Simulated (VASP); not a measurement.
Crystal: Sr.

```
CELL_PARAMETERS angstrom
-2.43500 2.43500 2.43500
2.43500 -2.43500 2.43500
2.43500 2.43500 -2.43500
ATOMIC_POSITIONS crystal
Sr 0.00000 0.00000 0.00000
```

```yaml
Program: VASP 6.6.1
Task: relaxation of volume and atoms at fixed shape
Functional: PBEsol
Potentials_or_basis: VASP PAW PBE potentials, release 64 (Sr_sv)
Cutoff: 500 eV
k_mesh: 7 × 7 × 7
Occupations: methfessel-paxton, width 0.1 eV
Spin: no spin polarisation
```

At the start: pressure -1.3 GPa; volume 57.75 Å³/atom.

Problem. How do energy, volume and symmetry change on relaxing?

Solution. Over 4 steps the energy falls by 32.0 meV/atom and the volume is 50.89 Å³/atom (-11.9 %); space group Im-3m (No. 229, to 0.05 Å).

The path:
```csv
step,energy change (eV),largest force (eV/Å),pressure (GPa),volume (Å³)
1,0.0000,0.0000,-1.32,57.75
2,-0.0252,0.0000,-0.70,53.86
3,-0.0319,0.0000,-0.09,51.25
4,-0.0320,0.0000,0.01,50.89
```

Final structure:
```
Sr
1.0
    -2.33447    2.33447    2.33447
     2.33447   -2.33447    2.33447
     2.33447    2.33447   -2.33447
Sr
1
Cartesian
  2.3345 2.3345 2.3345
```

Caveat: the PAW data sets were made with another functional, which shifts forces and pressure a little; the volume moved by -12 % from the deposited cell, more than functionals usually miss.
